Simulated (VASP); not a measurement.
# SnTe (Imm2) in VASP: further runs, part 2 of 2

VASP 6.6.1. The steps go on from the part before.

## Step 3: Single point, PBE

Input file INCAR:

```
PREC     = Accurate       # precision mode
ENCUT    = 520            # plane-wave cutoff, eV
EDIFF    = 1E-6           # SCF threshold, eV
ISMEAR   = 0              # smearing method
SIGMA    = 0.03           # smearing width, eV
LREAL    = False          # projectors in reciprocal space
LASPH    = True           # aspherical terms in the spheres
NELM     = 100            # most SCF steps
ALGO     = Normal         # electronic algorithm
ISIF     = 2              # what is computed and relaxed
LWAVE    = False          # write WAVECAR
LCHARG   = False          # write CHGCAR
GGA      = PE             # functional
NBANDS   = 17             # bands
```

Input file KPOINTS:

```
regular mesh
0
Gamma
  10 10 10
```

Input file POSCAR:

```
SnTe
1.0
    0.0000000000      3.1565000000      3.1565000000
    3.1565000000      0.0000000000      3.1565000000
    3.1565000000      3.1565000000      0.0000000000
Sn Te
1 1
Direct
    0.0000000000      0.0000000000      0.0000000000
    0.5000000000      0.5000000000      0.5028002011
```

Potentials or basis: VASP PAW PBE potentials, release 64 (Sn_d, Te).

Launch:

```
cat potpaw_PBE.64/Sn_d/POTCAR potpaw_PBE.64/Te/POTCAR > POTCAR
mpirun -np 1 vasp_std > vasp.out
```

OUTCAR:

```text
PREC = Accurate
   ENCUT = 520
   EDIFF = 1E-6
   ISMEAR = 0
   LREAL = False
   LASPH = True
   NELM = 100
   ISIF = 2
   GGA = PE

 ion  position               nearest neighbor table
   1  0.000  0.000  0.000-   2 3.15   2 3.15   2 3.16   2 3.16   2 3.17   2 3.17
   2  0.500  0.500  0.503-   1 3.15   1 3.15   1 3.16   1 3.16   1 3.17   1 3.17

  LATTYP: Found a face centered cubic cell.
 ALAT       =     6.3130000000

  Lattice vectors:

 A1 = (   0.0000000000,   3.1565000000,   3.1565000000)
 A2 = (   3.1565000000,   0.0000000000,   3.1565000000)
 A3 = (   3.1565000000,   3.1565000000,   0.0000000000)

Analysis of symmetry for initial positions (statically):
=====================================================================
 Subroutine PRICEL returns:
 Original cell was already a primitive cell.

 Routine SETGRP: Setting up the symmetry group for a
 face centered cubic supercell.

 Subroutine GETGRP returns: Found  4 space group operations
 (whereof  4 operations were pure point group operations)
 out of a pool of 48 trial point group operations.

The static configuration has the point symmetry C_2v.

Analysis of symmetry for dynamics (positions and initial velocities):
=====================================================================
 Subroutine PRICEL returns:
 Original cell was already a primitive cell.

 Routine SETGRP: Setting up the symmetry group for a
 face centered cubic supercell.

 Subroutine GETGRP returns: Found  4 space group operations
 (whereof  4 operations were pure point group operations)
 out of a pool of 48 trial point group operations.

The dynamic configuration has the point symmetry C_2v.

 Subroutine INISYM returns: Found  4 space group operations
 (whereof  4 operations are pure point group operations),
 and found     1 'primitive' translations

----------------------------------------------------------------------------------------

                                     Primitive cell

  volume of cell :      62.8995

  direct lattice vectors                    reciprocal lattice vectors
     0.000000000  3.156500000  3.156500000    -0.158403295  0.158403295  0.158403295
     3.156500000  0.000000000  3.156500000     0.158403295 -0.158403295  0.158403295
     3.156500000  3.156500000  0.000000000     0.158403295  0.158403295 -0.158403295

  length of vectors
     4.463965110  4.463965110  4.463965110     0.274362555  0.274362555  0.274362555

  position of ions in fractional coordinates (direct lattice)
     0.000000000  0.000000000  0.000000000
     0.500000000  0.500000000  0.502800201

  ion indices of the primitive-cell ions
   primitive index   ion index
                 1           1
                 2           2

----------------------------------------------------------------------------------------

 KPOINTS: regular mesh

Automatic generation of k-mesh.
 Grid dimensions read from file:
 generate k-points for:   10   10   10

 Generating k-lattice:

  Cartesian coordinates                     Fractional coordinates (reciprocal lattice)
    -0.015840329  0.015840329  0.015840329     0.100000000  0.000000000  0.000000000
     0.015840329 -0.015840329  0.015840329     0.000000000  0.100000000  0.000000000
     0.015840329  0.015840329 -0.015840329     0.000000000  0.000000000  0.100000000

  Length of vectors
     0.027436255  0.027436255  0.027436255

  Shift w.r.t. Gamma in fractional coordinates (k-lattice)
     0.000000000  0.000000000  0.000000000

 Subroutine IBZKPT returns following result:
 ===========================================

 Found    171 irreducible k-points:

 Following reciprocal coordinates:
            Coordinates               Weight
  0.000000  0.000000  0.000000      1.000000
  0.100000  0.000000  0.000000      4.000000
  0.000000  0.000000  0.100000      4.000000
  0.200000  0.000000  0.000000      4.000000
  0.000000  0.000000  0.200000      4.000000
  0.300000  0.000000  0.000000      4.000000
[... 16 lines left out ...]
  0.000000  0.400000  0.100000      8.000000
  0.100000  0.000000  0.400000      8.000000
 [... further k-points ...]
   k-points           NKPTS =    171   k-points in BZ     NKDIM =    171   number of bands    NBANDS=     17
   number of dos      NEDOS =    301   number of ions     NIONS =      2
   total plane-waves  NPLWV =  46656
   dimension x,y,z NGX =    36 NGY =   36 NGZ =   36
   dimension x,y,z NGXF=    72 NGYF=   72 NGZF=   72
   ions per type =               1   1
   NGX,Y,Z   is equivalent  to a cutoff of  13.41, 13.41, 13.41 a.u.
   NGXF,Y,Z  is equivalent  to a cutoff of  26.81, 26.81, 26.81 a.u.
 SYSTEM =  unknown system
   PREC   = accura    normal or accurate (medium, high low for compatibility)
   ISTART =      0    job   : 0-new  1-cont  2-samecut
   ICHARG =      2    charge: 1-file 2-atom 10-const
   ISPIN  =      1    spin polarized calculation?
   LNONCOLLINEAR =      F non collinear calculations
   LSORBIT =      F    spin-orbit coupling
   LASPH  =      T    aspherical Exc in radial PAW
   ENCUT  =  520.0 eV  38.22 Ry    6.18 a.u.   8.30  8.30  8.30*2*pi/ulx,y,z
   NELM   =    100;   NELMIN=  2; NELMDL= -5     # of ELM steps
   EDIFF  = 0.1E-05   stopping-criterion for ELM
   LREAL  =      F    real-space projection
   EDIFFG = 0.1E-04   stopping-criterion for IOM
   NSW    =      0    number of steps for IOM
   IBRION =     -1    ionic relax: 0-MD 1-quasi-New 2-CG
   NFREE  =      0    steps in history (QN), initial steepest desc. (CG)
   ISIF   =      2    stress and relaxation
   ISYM   =      2    0-nonsym 1-usesym 2-fastsym
   POTIM  = 0.5000    time-step for ionic-motion
   TEBEG  =    0.0;   TEEND  =   0.0 temperature during run
   PSTRESS=    0.0 pullay stress
   NELECT =      20.0000    total number of electrons
   NUPDOWN=      -1.0000    fix difference up-down
   EMIN   =  10.00;   EMAX   =-10.00  energy-range for DOS
   EFERMI =   0.00;   METHOD = LEGACY
   ISMEAR =     0;   SIGMA  =   0.03  broadening in eV -4-tet -1-fermi 0-gaus
   EFERMI_NEDOS =   21; number of points for ismear=-14 and -15
   IALGO  =     38    algorithm
   IMIX   =      4    mixing-type and parameters
     AMIX     =   0.40;   BMIX     =  1.00
     AMIX_MAG =   1.60;   BMIX_MAG =  1.00
  volume/ion in A,a.u.               =      31.45       212.23
  Fermi-wavevector in a.u.,A,eV,Ry     =   1.117384  2.111549 16.987507  1.248547
  Thomas-Fermi vector in A             =   2.254006
   LORBIT       =      0    0 simple, 1 ext, 2 COOP (PROOUT), +10 PAW based schemes
   GGA     = PE    functional components
   LHFCALC =     F    Hartree Fock is set to
   AEXX    =    0.0000 exact exchange contribution
   IVDW    =     0    specifies the selected vdW correction
   LEPSILON=     F    determine dielectric tensor
   LRPA    =     F    only Hartree local field effects (RPA)
 non-spin polarized calculation
 Gauss-broadening in eV      SIGMA  =   0.03
  energy-cutoff  :      520.00
  volume of cell :       62.90
 maximum number of plane-waves:      1717
 NGX is ok and might be reduce to    36
   NGX = 17   NGY = 17   NGZ = 17

 number of electron      19.9999999 magnetization

 Free energy of the ion-electron system (eV)
  ---------------------------------------------------
  ext. energy  EPLUGINS =         0.00000000
  ---------------------------------------------------
  free energy    TOTEN  =        -7.54704930 eV

  energy without entropy =       -7.54703052  energy(sigma->0) =       -7.54703991

 E-fermi :   6.9464     XC(G=0):  -9.4701

 val. band max:        6.9069423151   @ k =   0.5000   0.0000   0.0000
 cond. band min:       6.9859222425   @ k =   0.5000   0.0000   0.0000
 fundamental gap:      0.0789799274
 Fermi energy:         6.9464348852

 k-point     1 :       0.0000    0.0000    0.0000
  band No.  band energies     occupation
      1     -15.0092      2.00000
      2     -15.0092      2.00000
      3     -15.0038      2.00000
      4     -15.0037      2.00000
      5     -15.0037      2.00000
      6      -5.8741      2.00000
[... 9 lines left out ...]
     16      11.6519      0.00000
     17      13.7333      0.00000

 k-point     2 :       0.1000    0.0000    0.0000
  band No.  band energies     occupation
      1     -15.0096      2.00000
      2     -15.0096      2.00000
      3     -15.0036      2.00000
      4     -15.0032      2.00000
      5     -15.0032      2.00000
      6      -5.7902      2.00000
[... 9 lines left out ...]
     16      11.8597      0.00000
     17      14.3993      0.00000
[... 421 lines left out ...]
 k-point    24 :       0.1000    0.0000    0.4000
  band No.  band energies     occupation
      1     -15.0150      2.00000
      2     -15.0120      2.00000
      3     -15.0025      2.00000
      4     -14.9986      2.00000
      5     -14.9973      2.00000
      6      -4.8611      2.00000
[... 9 lines left out ...]
     16      14.9624      0.00000
     17      16.7712      0.00000

 [... further k-points ...]
[... 5 lines left out ...]
  --------------------------------------------------------------------------------------
  -------------------------------------------------------------------------------------
  Total        0.7652616      0.7652616      0.7644483      0.0003808      0.0000000      0.0000000
  in kB       19.4927505     19.4927505     19.4720354      0.0096993      0.0000000      0.0000000
  external PRESSURE =      19.4858454 kB  Pullay stress =       0.0000000 kB

 VOLUME and BASIS-vectors are now :
 -----------------------------------------------------------------------------
  energy-cutoff  :      520.00
  volume of cell :       62.90
      direct lattice vectors                 reciprocal lattice vectors
     0.000000000  3.156500000  3.156500000    -0.158403295  0.158403295  0.158403295
     3.156500000  0.000000000  3.156500000     0.158403295 -0.158403295  0.158403295
     3.156500000  3.156500000  0.000000000     0.158403295  0.158403295 -0.158403295

 POSITION                                       TOTAL-FORCE (eV/Angst)
 -----------------------------------------------------------------------------------
      0.00000      0.00000      0.00000         0.000376      0.000376     -0.000000
      3.16534      3.16534      3.15650        -0.000376     -0.000376      0.000000
 -----------------------------------------------------------------------------------
    total drift:                               -0.000009     -0.000009      0.000000

  FREE ENERGIE OF THE ION-ELECTRON SYSTEM (eV)
  ---------------------------------------------------
  free  energy   TOTEN  =        -7.5470492976 eV

  energy  without entropy=       -7.5470305200  energy(sigma->0) =       -7.54703991
```

It took 4.3 min on 1 thread of Intel Xeon 8259CL, shared host; peak memory 0.34 GiB.

What came out:

| Property | Result |
| --- | --- |
| Free energy | -7.5470 eV |
| Pressure | 1.9 GPa |
| Band gap on the k mesh | 0.08 eV |

Levels at points of the mesh, in eV from the valence-band top:
| k point | band 6 | band 7 | band 8 | band 9 | band 10 | band 11 | band 12 | band 13 | band 14 | band 15 |
| --- | --- | --- | --- | --- | --- | --- | --- | --- | --- | --- |
| (0.00, 0.00, 0.00) | -12.78 | -4.71 | -2.15 | -2.15 | -2.15 | 3.32 | 3.32 | 3.32 | 4.74 | 4.74 |
| (0.50, 0.00, 0.00) | -11.51 | -8.32 | -1.81 | -1.81 | 0.00 | 0.08 | 0.36 | 0.36 | 7.75 | 8.73 |
| (0.00, 0.00, 0.50) | -11.51 | -8.32 | -1.81 | -1.81 | -0.01 | 0.08 | 0.36 | 0.36 | 7.75 | 8.73 |
| (0.50, 0.50, 0.00) | -11.22 | -6.48 | -5.56 | -3.74 | -3.73 | 2.18 | 4.89 | 4.89 | 6.33 | 8.97 |
| (0.00, 0.50, 0.50) | -11.22 | -6.48 | -5.56 | -3.74 | -3.74 | 2.18 | 4.89 | 4.89 | 6.34 | 8.97 |

Caveat: spin-orbit coupling is left out, which moves the levels of the heavy elements.
